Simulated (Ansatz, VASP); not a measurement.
# Ta18N17: VASP beside Ansatz

```
Ta N
1.0
     7.76751    4.48457    0.00000
    -7.76751    4.48457    0.00000
     0.00000    0.00000    5.79176
Ta N
18 17
Direct
  0.99889 0.00094 0.99959
  0.33521 0.66454 0.99952
  0.66490 0.33489 0.99948
  0.00090 0.66720 0.24981
  0.33516 0.33647 0.24750
  0.66454 0.99774 0.24976
  0.00210 0.33529 0.24978
  0.33259 0.99889 0.24982
  0.66328 0.66456 0.24760
  0.99846 0.00135 0.49956
  0.34056 0.65923 0.49947
  0.66439 0.33537 0.49952
  0.00092 0.66724 0.74926
  0.33520 0.33654 0.75144
  0.66455 0.99775 0.74929
  0.00209 0.33528 0.74929
  0.33260 0.99890 0.74926
  0.66333 0.66462 0.75151
  0.12991 0.86991 0.99957
  0.46614 0.53374 0.99951
  0.79655 0.20329 0.99954
  0.07273 0.53648 0.99955
  0.40218 0.19975 0.99951
  0.73773 0.86778 0.99959
  0.13204 0.26210 0.99952
  0.46333 0.92703 0.99957
  0.80006 0.59758 0.99959
  0.13015 0.86970 0.49956
  0.79766 0.20219 0.49959
  0.07816 0.54131 0.49954
  0.40145 0.20163 0.49953
  0.73460 0.86573 0.49955
  0.13412 0.26522 0.49954
  0.45851 0.92162 0.49953
  0.79816 0.59825 0.49955
```

Alike in both runs: functional PBEsol; k mesh 1 × 1 × 1; occupations methfessel-paxton of order 1, width 0.1 eV; no spin polarisation.

Ansatz relaxed the structure, and its values are those at the end. VASP's run is a single point on that final structure, the one shown.

```csv
,VASP,Ansatz
version,VASP 6.6.1,Ansatz 0.2.0
potentials or method,"VASP PAW PBE potentials, release 64 (Ta_pv, N), cutoff 520 eV",plane-wave PAW DFT
valence electrons in the cell,283,319
```

|  | VASP | Ansatz | Ansatz less VASP |
| --- | --- | --- | --- |
| rms of the force components (eV/Å) | 0.011 | 0.005 | -0.0053 |

VASP's potentials were made for PBE, not for PBEsol, and Ansatz warns of the same on its side. VASP's potentials hold 283 valence electrons a cell and Ansatz's 319, so a difference there can come from the potentials and not from the codes.

Spin-orbit coupling is off throughout.
